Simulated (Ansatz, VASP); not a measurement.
**TlCl in VASP and in Ansatz**

```
Tl Cl
1.0
     3.83701    0.00000    0.00000
     0.00000    3.83701    0.00000
     0.00000    0.00000    3.83701
Tl Cl
1 1
Direct
  0.00000 0.00000 0.00000
  0.50000 0.50000 0.50000
```

Alike in both runs: functional r2SCAN; k mesh 10 × 10 × 10; occupations fermi-dirac, width 0.1 eV; no spin polarisation.

Ansatz relaxed the structure, and its values are those at the end. VASP's run is a single point on that final structure, the one shown.

|  | VASP | Ansatz |
| --- | --- | --- |
| version | VASP 6.6.1 | Ansatz 0.2.0 |
| potentials or method | VASP PAW PBE potentials, release 64 (Tl_d, Cl) | PAW with Ansatz's default frozen-core files, scalar-relativistic |
| plane-wave cutoff (eV) | 550 | 500 |
| valence electrons in the cell | 20 | 20 |

|  | VASP | Ansatz | Ansatz less VASP |
| --- | --- | --- | --- |
| pressure (GPa) | 0.0 | 0.0 | +0.06 |

VASP's potentials were made for PBE, not for r2SCAN. With one functional, cell and mesh, what is left measures potentials, basis and numerics.

Neither program's run includes spin-orbit coupling.
